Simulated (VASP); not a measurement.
# AgCl (P4/mmm) in VASP: single point with PBE

Aim: the single point of AgCl with PBE.

Everything below comes from runs of VASP 6.6.1. Logs are shortened: lines on timing, memory, paths and dates and some standing lists are left out, and cuts for length are marked.

### 1 The cell of the first run

It takes space group P4/mmm (No. 123, tetragonal). Conventional cell: a = 3.215 Å, b = 3.215 Å, c = 3.396 Å, α = 90.00°, β = 90.00°, γ = 90.00°. Within 3.7 Å of Ag (site symmetry 4/mmm) lie 8 Cl at 2.84 Å and 6 Ag at 3.22 to 3.40 Å. Within 3.7 Å of Cl (site symmetry 4/mmm) lie 8 Ag at 2.84 Å and 6 Cl at 3.22 to 3.40 Å.

### 2 Single point, PBE (biaxial xy strain -5.3%)

File INCAR:

```
PREC     = Accurate       # precision mode
ENCUT    = 630            # plane-wave cutoff, eV
EDIFF    = 1E-6           # SCF threshold, eV
ISMEAR   = -1             # smearing method
SIGMA    = 0.02           # smearing width, eV
LREAL    = False          # projectors in reciprocal space
LASPH    = True           # aspherical terms in the spheres
NELM     = 120            # most SCF steps
ALGO     = Normal         # electronic algorithm
ISIF     = 2              # what is computed and relaxed
LWAVE    = False          # write WAVECAR
LCHARG   = False          # write CHGCAR
GGA      = PE             # functional
NBANDS   = 20             # bands
GGA_COMPAT= False
```

File KPOINTS:

```
regular mesh
0
Gamma
  8 8 8
```

File POSCAR:

```
AgCl
1.0
    3.2152823169      0.0000000000      0.0000000000
    0.0000000000      3.2152823169      0.0000000000
    0.0000000000      0.0000000000      3.3955880419
Ag Cl
1 1
Direct
    0.0000000000      0.0000000000      0.0000000000
    0.5000000000      0.5000000000      0.5000000000
```

Potentials or basis: VASP PAW PBE potentials, release 64 (Ag_sv_GW, Cl).

Launch:

```sh
$ cat potpaw_PBE.64/Ag_sv_GW/POTCAR potpaw_PBE.64/Cl/POTCAR > POTCAR
$ mpirun -np 1 vasp_std > vasp.out
```

OUTCAR:

```text
PREC = Accurate
   ENCUT = 630
   EDIFF = 1E-6
   ISMEAR = -1
   LREAL = False
   LASPH = True
   NELM = 120
   ISIF = 2
   GGA = PE

 ion  position               nearest neighbor table
   1  0.000  0.000  0.000-
   2  0.500  0.500  0.500-

  LATTYP: Found a simple tetragonal cell.
 ALAT       =     3.2152823169
 C/A-ratio  =     1.0560777273

  Lattice vectors:

 A1 = (   3.2152823169,   0.0000000000,   0.0000000000)
 A2 = (   0.0000000000,   3.2152823169,   0.0000000000)
 A3 = (   0.0000000000,   0.0000000000,   3.3955880419)

Analysis of symmetry for initial positions (statically):
=====================================================================
 Subroutine PRICEL returns:
 Original cell was already a primitive cell.

 Routine SETGRP: Setting up the symmetry group for a
 simple tetragonal supercell.

 Subroutine GETGRP returns: Found 16 space group operations
 (whereof 16 operations were pure point group operations)
 out of a pool of 16 trial point group operations.

The static configuration has the point symmetry D_4h.

Analysis of symmetry for dynamics (positions and initial velocities):
=====================================================================
 Subroutine PRICEL returns:
 Original cell was already a primitive cell.

 Routine SETGRP: Setting up the symmetry group for a
 simple tetragonal supercell.

 Subroutine GETGRP returns: Found 16 space group operations
 (whereof 16 operations were pure point group operations)
 out of a pool of 16 trial point group operations.

The dynamic configuration has the point symmetry D_4h.

 Subroutine INISYM returns: Found 16 space group operations
 (whereof 16 operations are pure point group operations),
 and found     1 'primitive' translations

----------------------------------------------------------------------------------------

                                     Primitive cell

  volume of cell :      35.1037

  direct lattice vectors                    reciprocal lattice vectors
     3.215282317  0.000000000  0.000000000     0.311014680  0.000000000  0.000000000
     0.000000000  3.215282317  0.000000000     0.000000000  0.311014680  0.000000000
     0.000000000  0.000000000  3.395588042     0.000000000  0.000000000  0.294499800
[... 76 lines left out ...]
   ISTART =      0    job   : 0-new  1-cont  2-samecut
   ICHARG =      2    charge: 1-file 2-atom 10-const
   ISPIN  =      1    spin polarized calculation?
   LNONCOLLINEAR =      F non collinear calculations
   LSORBIT =      F    spin-orbit coupling
   LASPH  =      T    aspherical Exc in radial PAW
   ENCUT  =  630.0 eV  46.30 Ry    6.80 a.u.   6.58  6.58  6.95*2*pi/ulx,y,z
   NELM   =    120;   NELMIN=  2; NELMDL= -5     # of ELM steps
   EDIFF  = 0.1E-05   stopping-criterion for ELM
   LREAL  =      F    real-space projection
   EDIFFG = 0.1E-04   stopping-criterion for IOM
   NSW    =      0    number of steps for IOM
   IBRION =     -1    ionic relax: 0-MD 1-quasi-New 2-CG
   NFREE  =      0    steps in history (QN), initial steepest desc. (CG)
   ISIF   =      2    stress and relaxation
   ISYM   =      2    0-nonsym 1-usesym 2-fastsym
   POTIM  = 0.5000    time-step for ionic-motion
   TEBEG  =    0.0;   TEEND  =   0.0 temperature during run
   PSTRESS=    0.0 pullay stress
   NELECT =      26.0000    total number of electrons
   NUPDOWN=      -1.0000    fix difference up-down
   EMIN   =  10.00;   EMAX   =-10.00  energy-range for DOS
   EFERMI =   0.00;   METHOD = LEGACY
   ISMEAR =    -1;   SIGMA  =   0.02  broadening in eV -4-tet -1-fermi 0-gaus
   EFERMI_NEDOS =   21; number of points for ismear=-14 and -15
   IALGO  =     38    algorithm
   IMIX   =      4    mixing-type and parameters
     AMIX     =   0.40;   BMIX     =  1.00
     AMIX_MAG =   1.60;   BMIX_MAG =  1.00
  volume/ion in A,a.u.               =      17.55       118.45
  Fermi-wavevector in a.u.,A,eV,Ry     =   1.481204  2.799070 29.850710  2.193965
  Thomas-Fermi vector in A             =   2.595143
   LORBIT       =      0    0 simple, 1 ext, 2 COOP (PROOUT), +10 PAW based schemes
   GGA     = PE    functional components
   LHFCALC =     F    Hartree Fock is set to
   AEXX    =    0.0000 exact exchange contribution
   IVDW    =     0    specifies the selected vdW correction
   LEPSILON=     F    determine dielectric tensor
   LRPA    =     F    only Hartree local field effects (RPA)
 non-spin polarized calculation
  energy-cutoff  :      630.00
  volume of cell :       35.10
 maximum number of plane-waves:      1294
 NGX is ok and might be reduce to    28
   NGX = 13   NGY = 13   NGZ = 13

 number of electron      26.0000014 magnetization

 Free energy of the ion-electron system (eV)
  ---------------------------------------------------
  ext. energy  EPLUGINS =         0.00000000
  ---------------------------------------------------
  free energy    TOTEN  =        -2.91322169 eV

  energy without entropy =       -2.91322168  energy(sigma->0) =       -2.91322169

 E-fermi :   5.5944     XC(G=0): -11.3091

 val. band max:        5.2931572111   @ k =   0.0000   0.0000   0.5000
 cond. band min:       5.8791014650   @ k =   0.0000   0.0000   0.0000
 fundamental gap:      0.5859442539
 Fermi energy:         5.5944477454

 k-point     1 :       0.0000    0.0000    0.0000
  band No.  band energies     occupation
      1     -84.7752      2.00000
      2     -48.2959      2.00000
      3     -48.2959      2.00000
      4     -48.2805      2.00000
      5     -10.3133      2.00000
      6       1.7705      2.00000
[... 541 lines left out ...]
     19      20.0891      0.00000
     20      22.6313      0.00000

 [... further k-points ...]

------------------------ aborting loop because EDIFF is reached ----------------------------------------

  FORCE on cell =-STRESS in cart. coord.  units (eV):
  Direction    XX          YY          ZZ          XY          YZ          ZX
  --------------------------------------------------------------------------------------
  -------------------------------------------------------------------------------------
  Total        2.2818593      2.2818593      1.6036951      0.0000000     -0.0000000      0.0000000
  in kB      104.1468698    104.1468698     73.1946213      0.0000000     -0.0000000      0.0000000
  external PRESSURE =      93.8294537 kB  Pullay stress =       0.0000000 kB

 VOLUME and BASIS-vectors are now :
 -----------------------------------------------------------------------------
  energy-cutoff  :      630.00
  volume of cell :       35.10
      direct lattice vectors                 reciprocal lattice vectors
     3.215282317  0.000000000  0.000000000     0.311014680  0.000000000  0.000000000
     0.000000000  3.215282317  0.000000000     0.000000000  0.311014680  0.000000000
     0.000000000  0.000000000  3.395588042     0.000000000  0.000000000  0.294499800

 POSITION                                       TOTAL-FORCE (eV/Angst)
 -----------------------------------------------------------------------------------
      0.00000      0.00000      0.00000         0.000000      0.000000      0.000000
      1.60764      1.60764      1.69779         0.000000      0.000000      0.000000
 -----------------------------------------------------------------------------------
    total drift:                               -0.000000      0.000000     -0.000000

  FREE ENERGIE OF THE ION-ELECTRON SYSTEM (eV)
  ---------------------------------------------------
  free  energy   TOTEN  =        -2.9132216861 eV

  energy  without entropy=       -2.9132216844  energy(sigma->0) =       -2.91322169
```

stdout:

```text
POSCAR found type information on POSCAR AgCl
 POSCAR found :  2 types and       2 ions
 scaLAPACK will be used
 LDA part: xc-table for (Slater+PW92), standard interpolation
 POSCAR, INCAR and KPOINTS ok, starting setup
 FFT: planning ... GRIDC
 FFT: planning ... GRID_SOFT
 FFT: planning ... GRID
 WAVECAR not read
 entering main loop
```

Wall time 82 s (1 thread of AMD EPYC 7R43 (Zen 3), shared host); peak memory 0.19 GiB.

Results:

```
Free energy            : -2.9132 eV
Pressure               : 9.4 GPa
Band gap on the k mesh : 0.59 eV (least direct gap 2.42 eV)
```

Stress tensor (GPa, compression positive):
```
10.41  0.00  0.00
 0.00 10.41  0.00
 0.00  0.00  7.32
```

Levels at points of the mesh, in eV from the valence-band top:
```
           k point  band 11  band 12  band 13  band 14  band 15  band 16
(0.00, 0.00, 0.00)    -2.14    -1.83    -1.83     0.59     9.05     9.33
(0.50, 0.00, 0.00)    -1.64    -0.11    -0.04     4.75     6.22     8.85
(0.50, 0.50, 0.00)    -2.66    -1.72    -1.50     2.98     9.19     9.19
(0.00, 0.00, 0.50)    -1.93     0.00     0.00     5.17     6.02     8.84
(0.50, 0.00, 0.50)    -2.48    -1.83    -1.10     2.48     9.26     9.89
(0.50, 0.50, 0.50)    -0.29    -0.29    -0.15     4.22     4.22     4.32
```

Caveat: the cell differs from its parent crystal (biaxial xy strain -5.3%); the cell stands under pressure; the structure was generated, so it needn't be the stable form of AgCl; semilocal functionals underestimate gaps, and a narrow one can read as zero. A k mesh can miss the band edges.
